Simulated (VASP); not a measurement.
# Ni (I4_1/amd) in VASP: notebook

Runs on Ni. Level: PBE. Tasks: single point.

All numbers are computed with VASP 6.6.1; they aren't measurements. Logs are shortened: lines on timing, memory, paths and dates and some standing lists are left out, and cuts for length are marked.

## 1. The cell of the first run

Symmetry: I4_1/amd, No. 141, tetragonal system. Conventional cell: a = 4.226 Å, b = 4.226 Å, c = 2.290 Å, α = 90.00°, β = 90.00°, γ = 90.00°. Ni (site symmetry -4m2) has 10 Ni at 2.19 to 2.72 Å within 2.9 Å.

## 2. Single point, PBE, collinear spin, ferromagnetic start (volume scaled by 0.85)

The input, INCAR:

```
  ALGO = Normal
  EDIFF = 1E-6
  ENCUT = 520
  GGA = PE
  ISIF = 2
  ISMEAR = -1
  ISPIN = 2
  LASPH = True
  LCHARG = False
  LMAXMIX = 4
  LORBIT = 11
  LREAL = False
  LWAVE = False
  MAGMOM = 1 1
  NBANDS = 21
  NELM = 150
  PREC = Accurate
  SIGMA = 0.1
```

The input, KPOINTS:

```
k-points
0
Gamma
  20 20 20
```

The input, POSCAR:

```
Ni
1.0
   -2.1127783268      2.1127783268      1.1449516623
    2.1127783268     -2.1127783268      1.1449516623
    2.1127783268      2.1127783268     -1.1449516623
Ni
2
Direct
   -0.3750000000     -0.1250000000     -0.2500000000
    0.3750000000      0.1250000000      0.2500000000
```

Potentials or basis: VASP PAW PBE potentials, release 64 (Ni).

Launch:

```console
cat potpaw_PBE.64/Ni/POTCAR > POTCAR
mpirun -np 1 vasp_std > vasp.out
```

OUTCAR:

```text
EDIFF = 1E-6
   ENCUT = 520
   GGA = PE
   ISIF = 2
   ISMEAR = -1
   ISPIN = 2
   LASPH = True
   LORBIT = 11
   LREAL = False
   NELM = 150
   PREC = Accurate

 ion  position               nearest neighbor table
   1  0.625  0.875  0.750-   2 2.19   2 2.19   2 2.19   2 2.19   2 2.72   2 2.72   2 2.72   2 2.72

   2  0.375  0.125  0.250-   1 2.19   1 2.19   1 2.19   1 2.19   1 2.72   1 2.72   1 2.72   1 2.72

  LATTYP: Found a body centered tetragonal cell.
 ALAT       =     4.2255566536
 C/A-ratio  =     0.5419175537

  Lattice vectors:

 A1 = (  -2.1127783268,   2.1127783268,   1.1449516623)
 A2 = (   2.1127783268,  -2.1127783268,   1.1449516623)
 A3 = (   2.1127783268,   2.1127783268,  -1.1449516623)

Analysis of symmetry for initial positions (statically):
=====================================================================
 Subroutine PRICEL returns:
 Original cell was already a primitive cell.

 Routine SETGRP: Setting up the symmetry group for a
 body centered tetragonal supercell.

 Subroutine GETGRP returns: Found 16 space group operations
 (whereof  4 operations were pure point group operations)
 out of a pool of 16 trial point group operations.

The static configuration has the point symmetry C_2h.
 The point group associated with its full space group is D_4h.

Analysis of symmetry for dynamics (positions and initial velocities):
=====================================================================
 Subroutine PRICEL returns:
 Original cell was already a primitive cell.

 Routine SETGRP: Setting up the symmetry group for a
 body centered tetragonal supercell.

 Subroutine GETGRP returns: Found 16 space group operations
 (whereof  4 operations were pure point group operations)
 out of a pool of 16 trial point group operations.

The dynamic configuration has the point symmetry C_2h.
 The point group associated with its full space group is D_4h.

Analysis of structural, dynamic, and magnetic symmetry:
=====================================================================
 Subroutine PRICEL returns:
 Original cell was already a primitive cell.

 Routine SETGRP: Setting up the symmetry group for a
 body centered tetragonal supercell.

 Subroutine GETGRP returns: Found 16 space group operations
 (whereof  4 operations were pure point group operations)
 out of a pool of 16 trial point group operations.

The overall configuration has the point symmetry C_2h.
 The point group associated with its full space group is D_4h.

 Subroutine INISYM returns: Found 16 space group operations
 (whereof  4 operations are pure point group operations),
 and found     1 'primitive' translations

----------------------------------------------------------------------------------------

                                     Primitive cell

  volume of cell :      20.4435

  direct lattice vectors                    reciprocal lattice vectors
    -2.112778327  2.112778327  1.144951662     0.000000000  0.236655211  0.436699659
     2.112778327 -2.112778327  1.144951662     0.236655211  0.000000000  0.436699659
     2.112778327  2.112778327 -1.144951662     0.236655211  0.236655211  0.000000000

  length of vectors
     3.199777934  3.199777934  3.199777934     0.496701400  0.496701400  0.334681009

  position of ions in fractional coordinates (direct lattice)
     0.625000000  0.875000000  0.750000000
     0.375000000  0.125000000  0.250000000

  ion indices of the primitive-cell ions
   primitive index   ion index
                 1           1
                 2           2

----------------------------------------------------------------------------------------

 KPOINTS: k-points

Automatic generation of k-mesh.
 Grid dimensions read from file:
 generate k-points for:   20   20   20

 Generating k-lattice:

  Cartesian coordinates                     Fractional coordinates (reciprocal lattice)
     0.000000000  0.011832761  0.021834983     0.050000000  0.000000000 -0.000000000
     0.011832761  0.000000000  0.021834983     0.000000000  0.050000000 -0.000000000
     0.011832761  0.011832761  0.000000000     0.000000000  0.000000000  0.050000000

  Length of vectors
     0.024835070  0.024835070  0.016734050

  Shift w.r.t. Gamma in fractional coordinates (k-lattice)
     0.000000000  0.000000000  0.000000000

 Subroutine IBZKPT returns following result:
 ===========================================

 Found    641 irreducible k-points:

 Following reciprocal coordinates:
            Coordinates               Weight
  0.000000  0.000000  0.000000      1.000000
  0.050000  0.000000 -0.000000      8.000000
  0.100000  0.000000 -0.000000      8.000000
  0.150000  0.000000  0.000000      8.000000
  0.200000  0.000000 -0.000000      8.000000
  0.250000  0.000000 -0.000000      8.000000
[... 16 lines left out ...]
 -0.400000  0.050000  0.000000     16.000000
 -0.350000  0.050000 -0.000000     16.000000
 [... further k-points ...]
   k-points           NKPTS =    641   k-points in BZ     NKDIM =    641   number of bands    NBANDS=     21
   number of dos      NEDOS =    301   number of ions     NIONS =      2
   total plane-waves  NPLWV =  13824
   dimension x,y,z NGX =    24 NGY =   24 NGZ =   24
   dimension x,y,z NGXF=    48 NGYF=   48 NGZF=   48
   ions per type =               2
   NGX,Y,Z   is equivalent  to a cutoff of  12.47, 12.47, 12.47 a.u.
   NGXF,Y,Z  is equivalent  to a cutoff of  24.94, 24.94, 24.94 a.u.
 SYSTEM =  unknown system
   PREC   = accura    normal or accurate (medium, high low for compatibility)
   ISTART =      0    job   : 0-new  1-cont  2-samecut
   ICHARG =      2    charge: 1-file 2-atom 10-const
   ISPIN  =      2    spin polarized calculation?
   LNONCOLLINEAR =      F non collinear calculations
   LSORBIT =      F    spin-orbit coupling
   LASPH  =      T    aspherical Exc in radial PAW
   ENCUT  =  520.0 eV  38.22 Ry    6.18 a.u.   5.95  5.95  5.95*2*pi/ulx,y,z
   NELM   =    150;   NELMIN=  2; NELMDL= -5     # of ELM steps
   EDIFF  = 0.1E-05   stopping-criterion for ELM
   LREAL  =      F    real-space projection
   EDIFFG = 0.1E-04   stopping-criterion for IOM
   NSW    =      0    number of steps for IOM
   IBRION =     -1    ionic relax: 0-MD 1-quasi-New 2-CG
   NFREE  =      0    steps in history (QN), initial steepest desc. (CG)
   ISIF   =      2    stress and relaxation
   ISYM   =      2    0-nonsym 1-usesym 2-fastsym
   POTIM  = 0.5000    time-step for ionic-motion
   TEBEG  =    0.0;   TEEND  =   0.0 temperature during run
   PSTRESS=    0.0 pullay stress
   NELECT =      20.0000    total number of electrons
   NUPDOWN=      -1.0000    fix difference up-down
   EMIN   =  10.00;   EMAX   =-10.00  energy-range for DOS
   EFERMI =   0.00;   METHOD = LEGACY
   ISMEAR =    -1;   SIGMA  =   0.10  broadening in eV -4-tet -1-fermi 0-gaus
   EFERMI_NEDOS =   21; number of points for ismear=-14 and -15
   IALGO  =     38    algorithm
   IMIX   =      4    mixing-type and parameters
     AMIX     =   0.40;   BMIX     =  1.00
     AMIX_MAG =   1.60;   BMIX_MAG =  1.00
  volume/ion in A,a.u.               =      10.22        68.98
  Fermi-wavevector in a.u.,A,eV,Ry     =   1.625174  3.071133 35.935572  2.641190
  Thomas-Fermi vector in A             =   2.718340
   LORBIT       =     11    0 simple, 1 ext, 2 COOP (PROOUT), +10 PAW based schemes
   GGA     = PE    functional components
   LHFCALC =     F    Hartree Fock is set to
   AEXX    =    0.0000 exact exchange contribution
   IVDW    =     0    specifies the selected vdW correction
   LEPSILON=     F    determine dielectric tensor
   LRPA    =     F    only Hartree local field effects (RPA)
 spin polarized calculation
  energy-cutoff  :      520.00
  volume of cell :       20.44
 maximum number of plane-waves:       568
   NGX = 11   NGY = 11   NGZ = 11

 number of electron      19.9999990 magnetization       0.0013998

 number of electron      19.9999990 magnetization      -0.0004862

 Free energy of the ion-electron system (eV)
  ---------------------------------------------------
  ext. energy  EPLUGINS =         0.00000000
  ---------------------------------------------------
  free energy    TOTEN  =        -9.74655391 eV

  energy without entropy =       -9.63434533  energy(sigma->0) =       -9.69044962

 E-fermi :  10.2929     XC(G=0): -13.5633

 val. band max:       10.2918348702   @ k =  -0.1500   0.4000   0.0500
 cond. band min:      10.2933412992   @ k =  -0.4500   0.4500   0.1000
 fundamental gap:      0.0015064289
 Fermi energy:        10.2928598023

 spin component 1

 k-point     1 :       0.0000    0.0000    0.0000
  band No.  band energies     occupation
      1       0.9207      1.00000
      2       5.3098      1.00000
      3       6.4244      1.00000
      4       6.7960      1.00000
      5       7.2671      1.00000
      6       9.3717      0.99990
[... 13 lines left out ...]
     20      38.4405      0.00000
     21      38.7409      0.00000
[... 529 lines left out ...]
 k-point    24 :      -0.3500    0.0500   -0.0000
  band No.  band energies     occupation
      1       4.2725      1.00000
      2       6.1451      1.00000
      3       6.6675      1.00000
      4       7.3068      1.00000
      5       7.8285      1.00000
      6       8.0190      1.00000
[... 13 lines left out ...]
     20      35.1709      0.00000
     21      38.1813      0.00000

 [... further k-points ...]

 spin component 2

 k-point     1 :       0.0000    0.0000    0.0000
  band No.  band energies     occupation
      1       0.9208      1.00000
      2       5.3097      1.00000
      3       6.4241      1.00000
      4       6.7958      1.00000
      5       7.2668      1.00000
      6       9.3714      0.99990
[... 13 lines left out ...]
     20      38.4406      0.00000
     21      38.7410      0.00000
[... 529 lines left out ...]
 k-point    24 :      -0.3500    0.0500   -0.0000
  band No.  band energies     occupation
      1       4.2726      1.00000
      2       6.1450      1.00000
      3       6.6672      1.00000
      4       7.3066      1.00000
      5       7.8283      1.00000
      6       8.0187      1.00000
[... 13 lines left out ...]
     20      35.1708      0.00000
     21      38.1814      0.00000

 [... further k-points ...]

------------------------ aborting loop because EDIFF is reached ----------------------------------------

  FORCE on cell =-STRESS in cart. coord.  units (eV):
  Direction    XX          YY          ZZ          XY          YZ          ZX
  --------------------------------------------------------------------------------------
  -------------------------------------------------------------------------------------
  Total        4.5232875      4.5232875      4.5181433      0.0000000      0.0000000      0.0000000
  in kB      354.4947125    354.4947125    354.0915551      0.0000000      0.0000000      0.0000000
  external PRESSURE =     354.3603267 kB  Pullay stress =       0.0000000 kB

 VOLUME and BASIS-vectors are now :
 -----------------------------------------------------------------------------
  energy-cutoff  :      520.00
  volume of cell :       20.44
      direct lattice vectors                 reciprocal lattice vectors
    -2.112778327  2.112778327  1.144951662     0.000000000  0.236655211  0.436699659
     2.112778327 -2.112778327  1.144951662     0.236655211  0.000000000  0.436699659
     2.112778327  2.112778327 -1.144951662     0.236655211  0.236655211  0.000000000

 POSITION                                       TOTAL-FORCE (eV/Angst)
 -----------------------------------------------------------------------------------
      2.11278      1.05639      0.85871         0.000000     -0.000000      0.000000
      0.00000      1.05639      0.28624        -0.000000      0.000000     -0.000000
 -----------------------------------------------------------------------------------
    total drift:                               -0.000000      0.000000      0.000000

  FREE ENERGIE OF THE ION-ELECTRON SYSTEM (eV)
  ---------------------------------------------------
  free  energy   TOTEN  =        -9.7465539143 eV

  energy  without entropy=       -9.6343453258  energy(sigma->0) =       -9.69044962

 total charge

# of ion       s       p       d       tot
------------------------------------------
    1        0.564   0.557   8.433   9.554
    2        0.564   0.557   8.433   9.554
--------------------------------------------------
tot          1.128   1.114  16.866  19.109

 magnetization (x)

# of ion       s       p       d       tot
------------------------------------------
    1        0.000   0.000  -0.000  -0.000
    2        0.000   0.000  -0.000  -0.000
--------------------------------------------------
tot          0.000   0.000  -0.001  -0.001
```

Wall time 11 min (1 thread of Intel Xeon Platinum 8259CL at 2.50GHz (Skylake/Cascade Lake), shared host); peak memory 0.46 GiB.

What came out:

| Property | Result |
| --- | --- |
| Free energy | -9.7466 eV |
| Pressure | 35.4 GPa |
| Band gap on the k mesh | zero (filled and empty bands overlap) |
| Net moment | 0.00 μB per cell |
| Valence electrons inside the program's atomic spheres | Ni 9.55 |

## 3. Single point, PBE, collinear spin, ferromagnetic start (volume scaled by 0.65)

The input, INCAR:

```
SYSTEM = Ni
PREC = Accurate ; ENCUT = 520
EDIFF = 1E-6 ; ISMEAR = -1
SIGMA = 0.1 ; LREAL = .False.
LASPH = .True. ; NELM = 150
ALGO = Normal ; ISIF = 2
LWAVE = .False. ; LCHARG = .True.
ISPIN = 2 ; MAGMOM = 1 1
LORBIT = 11 ; LMAXMIX = 4
GGA = PE ; LELF = .True.
LVHAR = .True. ; NBANDS = 21
```

The input, KPOINTS:

```
regular mesh
0
Gamma
  20 20 20
  0 0 0
```

The input, POSCAR:

```
Ni
1.0
   -1.9326067424      1.9326067424      1.0464114148
    1.9326067424     -1.9326067424      1.0464114148
    1.9326067424      1.9326067424     -1.0464114148
Ni
2
Direct
   -0.3750000000     -0.1250000000     -0.2500000000
    0.3750000000      0.1250000000      0.2500000000
```

Potentials or basis: VASP PAW PBE potentials, release 64 (Ni).

Launch:

```console
cat potpaw_PBE.64/Ni/POTCAR > POTCAR
mpirun -np 1 vasp_std > vasp.out
```

Wall time 2.5 min (1 thread of Intel Xeon 6975P-C (Granite Rapids), shared host); peak memory 0.39 GiB.

Results (log left out):

* Free energy: -6.8943 eV
* Pressure: 185.9 GPa
* Band gap on the k mesh: zero (filled and empty bands overlap)
* Net moment: 0.00 μB per cell

Stress tensor (GPa, compression positive):
```
185.33   0.00   0.00
  0.00 185.33   0.00
  0.00   0.00 186.91
```

Levels at points of the mesh, in eV from the Fermi level:
Spin up:
```tsv
k point	band 6	band 7	band 8	band 9	band 10	band 11	band 12	band 13	band 14	band 15
(0.00, 0.00, 0.00)	-1.35	-1.35	-1.31	-1.31	0.19	1.07	7.93	7.93	15.76	19.92
(0.50, 0.00, 0.00)	-2.69	-1.97	-1.15	-0.27	-0.21	2.19	7.00	10.76	10.85	15.90
(0.50, 0.50, 0.00)	-3.70	-1.61	-1.61	-0.66	-0.66	-0.29	-0.29	16.21	16.21	19.29
(0.50, 0.50, 0.50)	-2.15	-1.86	-1.86	-1.11	-1.11	-1.04	-1.04	7.43	7.43	26.01
```
Spin down:
| k point | band 8 | band 9 | band 10 | band 11 | band 12 | band 13 |
| --- | --- | --- | --- | --- | --- | --- |
| (0.00, 0.00, 0.00) | -1.31 | -1.31 | 0.19 | 1.07 | 7.93 | 7.93 |
| (0.50, 0.00, 0.00) | -1.15 | -0.27 | -0.21 | 2.19 | 7.00 | 10.76 |
| (0.50, 0.50, 0.00) | -1.61 | -0.66 | -0.66 | -0.29 | -0.29 | 16.21 |
| (0.50, 0.50, 0.50) | -1.86 | -1.10 | -1.10 | -1.04 | -1.04 | 7.43 |
